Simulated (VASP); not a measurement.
# Cr (Pm-3m) in VASP: a series of runs, part 2 of 2

VASP 6.6.1.

**4. Single point, revPBE (volume scaled by 0.92)**

INCAR reads:

```
SYSTEM = Cr
PREC     = Accurate       ! precision mode
ENCUT    = 520            ! plane-wave cutoff, eV
EDIFF    = 1E-6           ! SCF threshold, eV
ISMEAR   = -1             ! smearing method
SIGMA    = 0.1            ! smearing width, eV
LREAL    = .FALSE.        ! projectors in reciprocal space
LASPH    = .TRUE.         ! aspherical terms in the spheres
NELM     = 80             ! most SCF steps
ALGO     = Normal         ! electronic algorithm
ISIF     = 2              ! what is computed and relaxed
LWAVE    = .FALSE.        ! write WAVECAR
LCHARG   = .TRUE.         ! write CHGCAR
GGA      = RE             ! functional
LELF     = .TRUE.         ! ELF
LVHAR    = .TRUE.       
NBANDS   = 12             ! bands
```

KPOINTS reads:

```
Automatic mesh
0
G
  15 15 15
  0 0 0
```

POSCAR reads:

```
Cr
1.0
    2.2878089824      0.0000000000      0.0000000000
    0.0000000000      2.2878089824      0.0000000000
    0.0000000000      0.0000000000      2.2878089824
Cr
1
Direct
    0.0000000000      0.0000000000      0.0000000000
```

Potentials or basis: VASP PAW PBE potentials, release 64 (Cr_pv).

The run is started by

```bash
$ cat potpaw_PBE.64/Cr_pv/POTCAR > POTCAR
$ mpirun -np 1 vasp_std > vasp.out
```

OUTCAR:

```text
SYSTEM = Cr
   PREC = Accurate
   ENCUT = 520
   EDIFF = 1E-6
   ISMEAR = -1
   LREAL = .FALSE.
   LASPH = .TRUE.
   NELM = 80
   ISIF = 2
   GGA = RE

 ion  position               nearest neighbor table
   1  0.000  0.000  0.000-

  LATTYP: Found a simple cubic cell.
 ALAT       =     2.2878089824

  Lattice vectors:

 A1 = (   2.2878089824,   0.0000000000,   0.0000000000)
 A2 = (   0.0000000000,   2.2878089824,   0.0000000000)
 A3 = (   0.0000000000,   0.0000000000,   2.2878089824)

Analysis of symmetry for initial positions (statically):
=====================================================================
 Subroutine PRICEL returns:
 Original cell was already a primitive cell.

 Routine SETGRP: Setting up the symmetry group for a
 simple cubic supercell.

 Subroutine GETGRP returns: Found 48 space group operations
 (whereof 48 operations were pure point group operations)
 out of a pool of 48 trial point group operations.

The static configuration has the point symmetry O_h .

Analysis of symmetry for dynamics (positions and initial velocities):
=====================================================================
[... 160 lines left out ...]
 fundamental gap:      0.0069701237
 Fermi energy:        10.6379701298

 k-point     1 :       0.0000    0.0000    0.0000
  band No.  band energies     occupation
      1     -31.8367      2.00000
      2     -31.8367      2.00000
      3     -31.8367      2.00000
      4       3.0443      2.00000
      5       7.1845      2.00000
      6       7.1845      2.00000
      7      13.3489      0.00000
      8      13.3489      0.00000
      9      13.3489      0.00000
     10      18.2723      0.00000
     11      31.1155      0.00000
     12      31.1155      0.00000
[... 331 lines left out ...]
 k-point    24 :       0.3333    0.2000    0.0000
  band No.  band energies     occupation
      1     -32.7248      2.00000
      2     -32.1756      2.00000
      3     -31.7159      2.00000
      4       6.6556      2.00000
      5       8.2531      2.00000
      6       9.6203      1.99992
      7      11.8094      0.00002
      8      11.9853      0.00000
      9      12.7718      0.00000
     10      18.2702      0.00000
     11      21.4831      0.00000
     12      28.1396      0.00000

 [... further k-points ...]
[... 5 lines left out ...]
  --------------------------------------------------------------------------------------
  -------------------------------------------------------------------------------------
  Total        1.3818677      1.3818677      1.3818677     -0.0000000      0.0000000     -0.0000000
  in kB      184.8918471    184.8918471    184.8918471     -0.0000000      0.0000000     -0.0000000
  external PRESSURE =     184.8918471 kB  Pullay stress =       0.0000000 kB

 VOLUME and BASIS-vectors are now :
 -----------------------------------------------------------------------------
  energy-cutoff  :      520.00
  volume of cell :       11.97
      direct lattice vectors                 reciprocal lattice vectors
     2.287808982  0.000000000  0.000000000     0.437099429  0.000000000  0.000000000
     0.000000000  2.287808982  0.000000000     0.000000000  0.437099429  0.000000000
     0.000000000  0.000000000  2.287808982     0.000000000  0.000000000  0.437099429

 POSITION                                       TOTAL-FORCE (eV/Angst)
 -----------------------------------------------------------------------------------
      0.00000      0.00000      0.00000         0.000000      0.000000      0.000000
 -----------------------------------------------------------------------------------
    total drift:                               -0.000000      0.000000      0.000000

  FREE ENERGIE OF THE ION-ELECTRON SYSTEM (eV)
  ---------------------------------------------------
  free  energy   TOTEN  =        -8.0504420063 eV

  energy  without entropy=       -8.0017842326  energy(sigma->0) =       -8.02611312
```

stdout:

```text
POSCAR found type information on POSCAR Cr
 POSCAR found :  1 types and       1 ions
 scaLAPACK will be used
 -----------------------------------------------------------------------------
|                                                                             |
|                                                                             |
|     You enforced a specific xc type in the INCAR file but a different       |
|     I HOPE YOU KNOW WHAT YOU ARE DOING!                                     |
|                                                                             |
 -----------------------------------------------------------------------------

 LDA part: xc-table for (Slater+PW92), standard interpolation
 POSCAR, INCAR and KPOINTS ok, starting setup
 FFT: planning ... GRIDC
 FFT: planning ... GRID_SOFT
 FFT: planning ... GRID
 WAVECAR not read
 entering main loop
```

It took 10 s on 1 thread of Intel Xeon Platinum 8259CL at 2.50GHz (Skylake/Cascade Lake), shared host; peak memory 0.13 GiB.

Results:

* Free energy: -8.0504 eV
* Pressure: 18.5 GPa
* Band gap on the k mesh: zero (band 6 reaches 11.75 eV, above the bottom of band 7 at 9.87 eV)

Levels at points of the mesh, in eV from the Fermi level:
```
           k point  band 3  band 4  band 5  band 6  band 7  band 8  band 9  band 10
(0.00, 0.00, 0.00)  -42.47   -7.59   -3.45   -3.45    2.71    2.71    2.71     7.63
```

Caveat: the PAW data sets were made with another functional, which shifts forces and pressure a little; the run has no spin polarisation, though such a crystal can be magnetic. Spin polarisation is off, so any magnetic state and its effect on volume and gap are missing.

**5. Single point, revPBE (volume scaled by 0.96)**

INCAR reads:

```
PREC = Accurate ; ENCUT = 520
EDIFF = 1E-6 ; ISMEAR = -1
SIGMA = 0.1 ; LREAL = False
LASPH = True ; NELM = 60
ALGO = Normal ; ISIF = 2
LWAVE = False ; LCHARG = False
GGA = RE ; NBANDS = 12
```

KPOINTS reads:

```
regular mesh
0
Gamma
  15 15 15
```

POSCAR reads:

```
Cr
1.0
    2.3204963841      0.0000000000      0.0000000000
    0.0000000000      2.3204963841      0.0000000000
    0.0000000000      0.0000000000      2.3204963841
Cr
1
Direct
    0.0000000000      0.0000000000      0.0000000000
```

Potentials or basis: VASP PAW PBE potentials, release 64 (Cr_pv).

The run is started by

```bash
$ cat potpaw_PBE.64/Cr_pv/POTCAR > POTCAR
$ mpirun -np 1 vasp_std > vasp.out
```

OUTCAR:

```text
PREC = Accurate
   ENCUT = 520
   EDIFF = 1E-6
   ISMEAR = -1
   LREAL = False
   LASPH = True
   NELM = 60
   ISIF = 2
   GGA = RE

 ion  position               nearest neighbor table
   1  0.000  0.000  0.000-

  LATTYP: Found a simple cubic cell.
 ALAT       =     2.3204963841

  Lattice vectors:

 A1 = (   2.3204963841,   0.0000000000,   0.0000000000)
 A2 = (   0.0000000000,   2.3204963841,   0.0000000000)
 A3 = (   0.0000000000,   0.0000000000,   2.3204963841)

Analysis of symmetry for initial positions (statically):
=====================================================================
 Subroutine PRICEL returns:
 Original cell was already a primitive cell.

 Routine SETGRP: Setting up the symmetry group for a
 simple cubic supercell.

 Subroutine GETGRP returns: Found 48 space group operations
 (whereof 48 operations were pure point group operations)
 out of a pool of 48 trial point group operations.

The static configuration has the point symmetry O_h .

Analysis of symmetry for dynamics (positions and initial velocities):
[... 158 lines left out ...]

 val. band max:       10.0461830438   @ k =   0.3333   0.2667   0.2000
 cond. band min:      10.0589373276   @ k =   0.3333   0.3333   0.2000
 fundamental gap:      0.0127542838
 Fermi energy:        10.0545376789

 k-point     1 :       0.0000    0.0000    0.0000
  band No.  band energies     occupation
      1     -32.4759      2.00000
      2     -32.4759      2.00000
      3     -32.4759      2.00000
      4       2.6186      2.00000
      5       6.7900      2.00000
      6       6.7900      2.00000
      7      12.6197      0.00000
      8      12.6197      0.00000
      9      12.6197      0.00000
     10      17.6555      0.00000
     11      29.9850      0.00000
     12      29.9850      0.00000
[... 331 lines left out ...]
 k-point    24 :       0.3333    0.2000    0.0000
  band No.  band energies     occupation
      1     -33.2602      2.00000
      2     -32.7754      2.00000
      3     -32.3698      2.00000
      4       6.1755      2.00000
      5       7.7939      2.00000
      6       9.0709      1.99989
      7      11.1759      0.00003
      8      11.3134      0.00001
      9      12.0787      0.00000
     10      17.6529      0.00000
     11      20.4829      0.00000
     12      27.0402      0.00000

 [... further k-points ...]
[... 5 lines left out ...]
  --------------------------------------------------------------------------------------
  -------------------------------------------------------------------------------------
  Total        0.6690742      0.6690742      0.6690742     -0.0000000     -0.0000000     -0.0000000
  in kB       85.7910938     85.7910938     85.7910938     -0.0000000     -0.0000000     -0.0000000
  external PRESSURE =      85.7910938 kB  Pullay stress =       0.0000000 kB

 VOLUME and BASIS-vectors are now :
 -----------------------------------------------------------------------------
  energy-cutoff  :      520.00
  volume of cell :       12.50
      direct lattice vectors                 reciprocal lattice vectors
     2.320496384  0.000000000  0.000000000     0.430942279  0.000000000  0.000000000
     0.000000000  2.320496384  0.000000000     0.000000000  0.430942279  0.000000000
     0.000000000  0.000000000  2.320496384     0.000000000  0.000000000  0.430942279

 POSITION                                       TOTAL-FORCE (eV/Angst)
 -----------------------------------------------------------------------------------
      0.00000      0.00000      0.00000         0.000000      0.000000      0.000000
 -----------------------------------------------------------------------------------
    total drift:                                0.000000      0.000000      0.000000

  FREE ENERGIE OF THE ION-ELECTRON SYSTEM (eV)
  ---------------------------------------------------
  free  energy   TOTEN  =        -8.0941627690 eV

  energy  without entropy=       -8.0441270954  energy(sigma->0) =       -8.06914493
```

It took 11 s on 1 thread of Intel Xeon Platinum 8259CL at 2.50GHz (Skylake/Cascade Lake), shared host; peak memory 0.13 GiB.

Results:

| Item | Value |
| --- | --- |
| Free energy | -8.0942 eV |
| Pressure | 8.6 GPa |
| Band gap on the k mesh | zero (band 6 reaches 11.12 eV, above the bottom of band 7 at 9.34 eV) |

Caveat: the PAW data sets were made with another functional, which shifts forces and pressure a little; the run has no spin polarisation, though such a crystal can be magnetic.

**6. Overview**

```csv
cell,k mesh,gap on the mesh (eV),pressure (GPa)
"a = 2.352 Å, 1 atom",13 × 13 × 13,none,-0.2
"a = 2.254 Å, 1 atom",15 × 15 × 15,none,30.7
"a = 2.288 Å, 1 atom",15 × 15 × 15,none,18.5
"a = 2.320 Å, 1 atom",15 × 15 × 15,none,8.6
```

Alike in all rows: task single point; level revPBE; potentials or basis VASP PAW PBE potentials, release 64 (Cr_pv); no spin polarisation; cutoff (eV) 520; smearing fermi-dirac 0.1 eV.

Caveats: the PAW data sets were made with another functional, which shifts forces and pressure a little; the run has no spin polarisation, though such a crystal can be magnetic.

Absolute energies hang on the potentials; compare differences alone.
